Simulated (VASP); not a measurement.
# B4N3 (P-62m) in VASP: relaxation of cell and atoms with PBE

Aim: the relaxation of cell and atoms of B4N3 with PBE.

Everything below comes from runs of VASP 6.6.1. Logs are shortened: lines on timing, memory, paths and dates and some standing lists are left out, and cuts for length are marked.

**1. The cell of the first run**

Symmetry: P-62m, No. 189, hexagonal system. The conventional cell has a = 4.350 Å, b = 4.350 Å, c = 3.600 Å, α = 90.00°, β = 90.00°, γ = 120.00°. Within 1.9 Å of B (site symmetry m2m) lie 3 N at 1.45 Å. B (site symmetry -62m) has 6 B at 2.31 Å and 6 N at 2.31 Å within 3.1 Å. N (site symmetry m2m) has 3 B at 1.45 Å within 1.9 Å.

**2. Relaxation of cell and atoms, PBE**

File INCAR:

```
ALGO = Normal
EDIFF = 1E-6
EDIFFG = -0.08
ENCUT = 600
GGA = PE
IBRION = 2
ISIF = 3
ISMEAR = 0
LASPH = True
LCHARG = False
LREAL = False
LWAVE = False
NELM = 80
NSW = 36
PREC = Accurate
SIGMA = 0.2
```

File KPOINTS:

```
k-points
0
Gamma
  4 4 5
```

File POSCAR:

```
B4N3
1.0
    4.3500000000      0.0000000000      0.0000000000
   -2.1750000000      3.7672105100      0.0000000000
    0.0000000000      0.0000000000      3.6000000000
B N
4 3
Direct
    0.6667000000      0.6667000000      0.5000000000
    0.0000000000      0.3333000000      0.5000000000
    0.3333000000      0.0000000000      0.5000000000
    0.0000000000      0.0000000000      0.0000000000
    0.0000000000      0.6667000000      0.5000000000
    0.6667000000      0.0000000000      0.5000000000
    0.3333000000      0.3333000000      0.5000000000
```

Potentials or basis: VASP PAW PBE potentials, release 64 (B, N).

Launch:

```console
> cat potpaw_PBE.64/B/POTCAR potpaw_PBE.64/N/POTCAR > POTCAR
> mpirun -np 1 vasp_std > vasp.out
```

OUTCAR:

```text
EDIFF = 1E-6
   EDIFFG = -0.08
   ENCUT = 600
   GGA = PE
   IBRION = 2
   ISIF = 3
   ISMEAR = 0
   LASPH = True
   LREAL = False
   NELM = 80
   NSW = 36
   PREC = Accurate

 ion  position               nearest neighbor table
   1  0.667  0.667  0.500-   5 1.45   6 1.45   7 1.45
   2  0.000  0.333  0.500-   7 1.45   6 1.45   5 1.45
   3  0.333  0.000  0.500-   5 1.45   7 1.45   6 1.45
   4  0.000  0.000  0.000-
   5  0.000  0.667  0.500-   1 1.45   3 1.45   2 1.45
   6  0.667  0.000  0.500-   1 1.45   2 1.45   3 1.45
   7  0.333  0.333  0.500-   2 1.45   3 1.45   1 1.45

  LATTYP: Found a hexagonal cell.
 ALAT       =     4.3500000000
 C/A-ratio  =     0.8275862069

  Lattice vectors:

 A1 = (   4.3500000000,   0.0000000000,   0.0000000000)
 A2 = (  -2.1750000000,   3.7672105100,   0.0000000000)
 A3 = (   0.0000000000,   0.0000000000,   3.6000000000)

Analysis of symmetry for initial positions (statically):
=====================================================================
 Subroutine PRICEL returns:
 Original cell was already a primitive cell.

 Routine SETGRP: Setting up the symmetry group for a
 hexagonal supercell.

 Subroutine GETGRP returns: Found 12 space group operations
 (whereof 12 operations were pure point group operations)
 out of a pool of 24 trial point group operations.

The static configuration has the point symmetry D_3h.

Analysis of symmetry for dynamics (positions and initial velocities):
=====================================================================
 Subroutine PRICEL returns:
 Original cell was already a primitive cell.

 Routine SETGRP: Setting up the symmetry group for a
 hexagonal supercell.

 Subroutine GETGRP returns: Found 12 space group operations
 (whereof 12 operations were pure point group operations)
 out of a pool of 24 trial point group operations.

The dynamic configuration has the point symmetry D_3h.

 Subroutine INISYM returns: Found 12 space group operations
 (whereof 12 operations are pure point group operations),
 and found     1 'primitive' translations

----------------------------------------------------------------------------------------

                                     Primitive cell

  volume of cell :      58.9945

  direct lattice vectors                    reciprocal lattice vectors
     4.350000000  0.000000000  0.000000000     0.229885057  0.132724200  0.000000000
    -2.175000000  3.767210510  0.000000000     0.000000000  0.265448399  0.000000000
     0.000000000  0.000000000  3.600000000     0.000000000  0.000000000  0.277777778

  length of vectors
     4.350000000  4.350000003  3.600000000     0.265448400  0.265448399  0.277777778

  position of ions in fractional coordinates (direct lattice)
     0.666700000  0.666700000  0.500000000
     0.000000000  0.333300000  0.500000000
     0.333300000  0.000000000  0.500000000
     0.000000000  0.000000000  0.000000000
     0.000000000  0.666700000  0.500000000
     0.666700000  0.000000000  0.500000000
     0.333300000  0.333300000  0.500000000

  ion indices of the primitive-cell ions
   primitive index   ion index
                 1           1
                 2           2
                 3           3
                 4           4
                 5           5
                 6           6
                 7           7

----------------------------------------------------------------------------------------

 KPOINTS: k-points

Automatic generation of k-mesh.
 Grid dimensions read from file:
 generate k-points for:    4    4    5

 Generating k-lattice:

  Cartesian coordinates                     Fractional coordinates (reciprocal lattice)
     0.057471264  0.033181050  0.000000000     0.250000000  0.000000000  0.000000000
     0.000000000  0.066362100  0.000000000     0.000000000  0.250000000  0.000000000
     0.000000000  0.000000000  0.055555556     0.000000000  0.000000000  0.200000000

  Length of vectors
     0.066362100  0.066362100  0.055555556

  Shift w.r.t. Gamma in fractional coordinates (k-lattice)
     0.000000000  0.000000000  0.000000000

 Subroutine IBZKPT returns following result:
 ===========================================

 Found     12 irreducible k-points:

 Following reciprocal coordinates:
            Coordinates               Weight
  0.000000  0.000000  0.000000      1.000000
  0.250000  0.000000  0.000000      6.000000
  0.500000  0.000000  0.000000      3.000000
  0.250000  0.250000  0.000000      6.000000
  0.000000  0.000000  0.200000      2.000000
  0.250000  0.000000  0.200000     12.000000
  0.500000  0.000000  0.200000      6.000000
  0.250000  0.250000  0.200000     12.000000
  0.000000  0.000000  0.400000      2.000000
  0.250000  0.000000  0.400000     12.000000
  0.500000  0.000000  0.400000      6.000000
  0.250000  0.250000  0.400000     12.000000
   k-points           NKPTS =     12   k-points in BZ     NKDIM =     12   number of bands    NBANDS=     17
   number of dos      NEDOS =    301   number of ions     NIONS =      7
   total plane-waves  NPLWV =  38880
   dimension x,y,z NGX =    36 NGY =   36 NGZ =   30
   dimension x,y,z NGXF=    72 NGYF=   72 NGZF=   60
   ions per type =               4   3
   NGX,Y,Z   is equivalent  to a cutoff of  13.76, 13.76, 13.85 a.u.
   NGXF,Y,Z  is equivalent  to a cutoff of  27.52, 27.52, 27.71 a.u.
 SYSTEM =  unknown system
   PREC   = accura    normal or accurate (medium, high low for compatibility)
   ISTART =      0    job   : 0-new  1-cont  2-samecut
   ICHARG =      2    charge: 1-file 2-atom 10-const
   ISPIN  =      1    spin polarized calculation?
   LNONCOLLINEAR =      F non collinear calculations
   LSORBIT =      F    spin-orbit coupling
   LASPH  =      T    aspherical Exc in radial PAW
   ENCUT  =  600.0 eV  44.10 Ry    6.64 a.u.   8.69  8.69  7.19*2*pi/ulx,y,z
   NELM   =     80;   NELMIN=  2; NELMDL= -5     # of ELM steps
   EDIFF  = 0.1E-05   stopping-criterion for ELM
   LREAL  =      F    real-space projection
   EDIFFG = -.8E-01   stopping-criterion for IOM
   NSW    =     36    number of steps for IOM
   IBRION =      2    ionic relax: 0-MD 1-quasi-New 2-CG
   NFREE  =      1    steps in history (QN), initial steepest desc. (CG)
   ISIF   =      3    stress and relaxation
   ISYM   =      2    0-nonsym 1-usesym 2-fastsym
   POTIM  = 0.5000    time-step for ionic-motion
   TEBEG  =    0.0;   TEEND  =   0.0 temperature during run
   PSTRESS=    0.0 pullay stress
   NELECT =      27.0000    total number of electrons
   NUPDOWN=      -1.0000    fix difference up-down
   EMIN   =  10.00;   EMAX   =-10.00  energy-range for DOS
   EFERMI =   0.00;   METHOD = LEGACY
   ISMEAR =     0;   SIGMA  =   0.20  broadening in eV -4-tet -1-fermi 0-gaus
   EFERMI_NEDOS =   21; number of points for ismear=-14 and -15
   IALGO  =     38    algorithm
   IMIX   =      4    mixing-type and parameters
     AMIX     =   0.40;   BMIX     =  1.00
     AMIX_MAG =   1.60;   BMIX_MAG =  1.00
  volume/ion in A,a.u.               =       8.43        56.87
  Fermi-wavevector in a.u.,A,eV,Ry     =   1.261611  2.384099 21.655887  1.591663
  Thomas-Fermi vector in A             =   2.395061
   LORBIT       =      0    0 simple, 1 ext, 2 COOP (PROOUT), +10 PAW based schemes
   GGA     = PE    functional components
   LHFCALC =     F    Hartree Fock is set to
   AEXX    =    0.0000 exact exchange contribution
   IVDW    =     0    specifies the selected vdW correction
   LEPSILON=     F    determine dielectric tensor
   LRPA    =     F    only Hartree local field effects (RPA)
 conjugate gradient relaxation of ions
 non-spin polarized calculation
 Gauss-broadening in eV      SIGMA  =   0.20
  energy-cutoff  :      600.00
  volume of cell :       58.99
 maximum number of plane-waves:      1978
 NGX is ok and might be reduce to    36
   NGX = 17   NGY = 17   NGZ = 15

--------------------------------------- Ionic step        1  -------------------------------------------

 number of electron      26.9999998 magnetization

 Free energy of the ion-electron system (eV)
  ---------------------------------------------------
  ext. energy  EPLUGINS =         0.00000000
  ---------------------------------------------------
  free energy    TOTEN  =       -52.22784222 eV

  energy without entropy =      -52.19675205  energy(sigma->0) =      -52.21229714

------------------------ aborting loop because EDIFF is reached ----------------------------------------

  FORCE on cell =-STRESS in cart. coord.  units (eV):
  Direction    XX          YY          ZZ          XY          YZ          ZX
  --------------------------------------------------------------------------------------
  -------------------------------------------------------------------------------------
  Total        4.8088428      4.8088429      6.6808073      0.0000000      0.0000000      0.0000000
  in kB      130.5989002    130.5989004    181.4378448      0.0000000      0.0000000      0.0000000
  external PRESSURE =     147.5452151 kB  Pullay stress =       0.0000000 kB
[... 104 lines left out ...]
  FREE ENERGIE OF THE ION-ELECTRON SYSTEM (eV)
  ---------------------------------------------------
  free  energy   TOTEN  =       -52.4264495755 eV

  energy  without entropy=      -52.3966878844  energy(sigma->0) =      -52.41156873

 E-fermi :   4.8352     XC(G=0): -10.0070

 val. band max:        4.8135455469   @ k =   0.5000   0.0000   0.2000
 cond. band min:       5.1074400284   @ k =   0.2500   0.0000   0.0000
 fundamental gap:      0.2938944815
 Fermi energy:         4.8352346686

 k-point     1 :       0.0000    0.0000    0.0000
  band No.  band energies     occupation
      1     -15.6797      2.00000
      2     -12.2533      2.00000
      3     -12.2533      2.00000
      4      -6.2925      2.00000
      5      -5.6645      2.00000
      6      -5.5435      2.00000
[... 217 lines left out ...]
      4      -5.8970      2.00000
      5      -5.6832      2.00000
      6      -4.0815      2.00000
[... 9 lines left out ...]
     16       6.6417      0.00000
     17       9.0611      0.00000

 E-fermi :   4.7011     XC(G=0):  -9.9113

 val. band max:        4.6879183016   @ k =   0.5000   0.0000   0.2000
 cond. band min:       4.9060779757   @ k =   0.2500   0.0000   0.0000
 fundamental gap:      0.2181596741
 Fermi energy:         4.7010989678

 k-point     1 :       0.0000    0.0000    0.0000
  band No.  band energies     occupation
      1     -15.8329      2.00000
      2     -12.3894      2.00000
      3     -12.3894      2.00000
      4      -6.4057      2.00000
      5      -5.8371      2.00000
      6      -5.6578      2.00000
[... 217 lines left out ...]
      4      -6.0239      2.00000
      5      -5.8401      2.00000
      6      -4.1272      2.00000
[... 9 lines left out ...]
     16       6.3806      0.00000
     17       8.7667      0.00000

[... ionic steps 4 to 10 ...]

--------------------------------------- Ionic step       11  -------------------------------------------

 number of electron      27.0000008 magnetization

------------------------ aborting loop because EDIFF is reached ----------------------------------------
[... 77 lines left out ...]
--------------------------------------- Ionic step       13  -------------------------------------------

 number of electron      27.0000008 magnetization

 Free energy of the ion-electron system (eV)
  ---------------------------------------------------
  ext. energy  EPLUGINS =         0.00000000
  ---------------------------------------------------
  free energy    TOTEN  =       -53.21134310 eV

  energy without entropy =      -53.13983584  energy(sigma->0) =      -53.17558947

 E-fermi :   3.7663     XC(G=0):  -9.3304

 val. band max:        3.7347992320   @ k =   0.0000   0.0000   0.4000
 cond. band min:       3.7770555447   @ k =   0.2500   0.0000   0.2000
 fundamental gap:      0.0422563127
 Fermi energy:         3.7662759680

 k-point     1 :       0.0000    0.0000    0.0000
  band No.  band energies     occupation
      1     -17.0198      2.00000
      2     -13.3766      2.00000
      3     -13.3766      2.00000
      4      -7.3659      2.00000
      5      -7.1841      2.00000
      6      -6.5489      2.00000
[... 263 lines left out ...]
  FREE ENERGIE OF THE ION-ELECTRON SYSTEM (eV)
  ---------------------------------------------------
  free  energy   TOTEN  =       -53.2113430956 eV

  energy  without entropy=      -53.1398358433  energy(sigma->0) =      -53.17558947

 reached required accuracy - stopping structural energy minimisation
```

It took 96 s on 1 thread of Intel Xeon Platinum 8488C (Sapphire Rapids), shared host; peak memory 0.18 GiB.

Results:

| Item | Value |
| --- | --- |
| Free energy | -53.2113 eV |
| Relaxed volume | 11.02 Å³/atom |
| Relaxed cell | a = 4.355 Å, b = 4.355 Å, c = 4.699 Å, α = 90.00°, β = 90.00°, γ = 120.00° |
| Space group after relaxing (to 0.05 Å) | P-62m (No. 189) |
| Energy gained by relaxing | 140.5 meV/atom |
| Ionic steps | 13 |
| Pressure after relaxing | 0.3 GPa |
| Largest force after relaxing | 0.030 eV/Å |

Forces on the atoms (eV/Å):
```
B    0.015  0.026  0.000
B    0.015 -0.026  0.000
B   -0.030  0.000  0.000
B    0.000  0.000  0.000
N   -0.002  0.003  0.000
N    0.004  0.000  0.000
N   -0.002 -0.003  0.000
```

Stress tensor (GPa, compression positive):
```
0.12 0.00 0.00
0.00 0.12 0.00
0.00 0.00 0.54
```

The path:
```
step  energy change (eV)  largest force (eV/Å)  pressure (GPa)  volume (Å³)
   1              0.0000                1.2895           14.75        58.99
   2              0.0778                2.9991           -5.33        65.87
   3             -0.1986                0.8066            4.02        61.97
   4             -0.3843                0.3969           -4.04        66.22
   5             -0.3918                0.8003           -6.89        68.13
   6             -0.5029                0.8625           -6.10        69.25
   7             -0.7504                1.0965           -3.58        72.50
   8             -0.8735                1.7573            1.55        78.53
   9             -0.8984                1.5123           -0.18        76.62
  10             -0.9733                0.5657            0.31        77.04
  11             -0.9742                0.4410            0.22        77.00
  12             -0.9825                0.1452            0.24        77.11
  13             -0.9835                0.0301            0.26        77.16
```

Final structure:
```xyz
7
Lattice="4.3546 0.0000 0.0000 -2.1773 3.7712 0.0000 0.0000 0.0000 4.6988" Properties=species:S:1:pos:R:3 pbc="T T T"
B     1.4502    2.5118    2.3494
B    -0.7271    1.2593    2.3494
B     1.4541    0.0000    2.3494
B     0.0000    0.0000    0.0000
N     2.9033    2.5136    2.3494
N     2.9024    0.0000    2.3494
N     0.7261    1.2576    2.3494
```

Levels at points of the mesh, in eV from the Fermi level:
| k point | band 9 | band 10 | band 11 | band 12 | band 13 | band 14 | band 15 | band 16 | band 17 |
| --- | --- | --- | --- | --- | --- | --- | --- | --- | --- |
| (0.00, 0.00, 0.00) | -5.85 | -4.51 | -4.51 | -3.16 | -3.16 | 0.94 | 0.94 | 1.53 | 1.53 |
| (0.50, 0.00, 0.00) | -7.06 | -6.76 | -6.22 | -5.28 | -4.07 | -0.75 | 0.53 | 0.55 | 3.24 |

Caveat: the k points lie up to 0.42 Å⁻¹ apart in the final cell; the volume moved by over 15 % at a fixed basis, so the end points are rough; the relaxation stopped at a loose force limit of 0.08 eV/Å, so its end isn't a converged minimum.
